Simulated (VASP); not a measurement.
Set up this calculation in VASP 6.6.1, as the native input.

```yaml
Task: single point
Functional: PBE
Potentials_or_basis: VASP PAW PBE potentials, release 64 (B, N)
Cutoff: 600 eV
k_mesh: 10 × 10 × 2
Occupations: gaussian, width 0.05 eV
Spin: no spin polarisation
Dipole_correction: no
Further_INCAR_settings: ALGO = Normal; EDIFF = 1e-06; NBANDS = 36
```

The structure of BN lies in POSCAR:

```
BN
1.0
    1.8120810294     -1.8120810294      0.0000000000
    1.8120810294      0.0000000000     -1.8120810294
    8.0536934640      7.2483241176      6.4429547712
B N
6 6
Direct
    1.0000000000     -0.1759111111      0.3958000000
    0.3333333333      0.2314962963      0.2291333333
    0.6666666667      0.4166814815      0.5624666667
    1.0000000000      0.6018666667      0.8958000000
    0.3333333333      0.0092740741      0.7291333333
    0.6666666667      0.6389037037      0.0624666667
    0.6666666667      0.4722370370      0.4374666667
    1.0000000000      0.8796444444      0.2708000000
    0.3333333333      0.0648296296      0.6041333333
    0.6666666667      0.2500148148      0.9374666667
    0.0000000000     -0.3425777778      0.7708000000
    0.3333333333      0.2870518519      0.1041333333
```

This cell differs from its parent crystal: the part above a cut slid along it.

One way to write it, as run:

INCAR

```
SYSTEM = BN
  PREC = Accurate
  ENCUT = 600
  EDIFF = 1E-6
  ISMEAR = 0
  SIGMA = 0.05
  LREAL = .False.
  LASPH = .True.
  NELM = 120
  ALGO = Normal
  ISIF = 2
  LWAVE = .False.
  LCHARG = .False.
  GGA = PE
  NBANDS = 36
  GGA_COMPAT = .False.
```

KPOINTS

```
Automatic mesh
0
Gamma
  10 10 2
  0 0 0
```

Potentials or basis: VASP PAW PBE potentials, release 64 (B, N).

Command:

```bash
$ cat potpaw_PBE.64/B/POTCAR potpaw_PBE.64/N/POTCAR > POTCAR
$ mpirun -np 1 vasp_std > vasp.out
```

Results of the run:

```yaml
Pressure: 1.1 GPa
Largest_force: 2.507 eV/Å
Band_gap_on_the_k_mesh: 2.50 eV (least direct gap 3.54 eV)
```

Caveat: the cell differs from its parent crystal (the part above a cut slid along it); the stress differs along the axes, from -10 to 13 GPa; forces of over 1 eV/Å act on the atoms, so gaps and moduli don't describe the material at rest.

Wall time 6 min on 1 thread of Oxide Virtual Turin-like Processor (shared host), peak memory 0.31 GiB.
